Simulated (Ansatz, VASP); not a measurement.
**Two plane-wave programs on HfN**

```
Hf N
1.0
     0.00000    2.45482    2.45482
     2.45482    0.00000    2.45482
     2.45482    2.45482    0.00000
Hf N
1 1
Direct
  0.00000 0.00000 0.00000
  0.75000 0.75000 0.66359
```

Alike in both runs: task single point; functional PBEsol; k mesh 16 × 16 × 16; occupations gaussian, width 0.15 eV; no spin polarisation.

|  | VASP | Ansatz |
| --- | --- | --- |
| version | VASP 6.6.1 | Ansatz 0.2.0 |
| potentials or method | VASP PAW PBE potentials, release 64 (Hf_pv, N), cutoff 520 eV | scalar-relativistic, plane waves, PAW |
| valence electrons in the cell | 15 | 31 |

VASP gave:

| Property | Result |
| --- | --- |
| gap on the k mesh at the Fermi level (eV) | none |
| pressure (GPa) | 3.5 |
| traceless stress, the component that is largest in VASP (GPa) | -13.79 |
| rms of the force components (eV/Å) | 2.430 |

**Question.** What did Ansatz give for the same quantities?

**Answer.** gap on the k mesh at the Fermi level (eV): none; pressure (GPa): 4.1; traceless stress, the component that is largest in VASP (GPa): -13.67; rms of the force components (eV/Å): 2.398.

VASP's potentials were made for PBE, not for PBEsol. Atom by atom the forces differ by 0.034 eV/Å (rms over components). A gap of «none» marks a metal or a gap that the smearing closes. VASP's potentials hold 15 valence electrons a cell and Ansatz's 31, so a difference there can come from the potentials and not from the codes.

Spin-orbit coupling is off throughout.
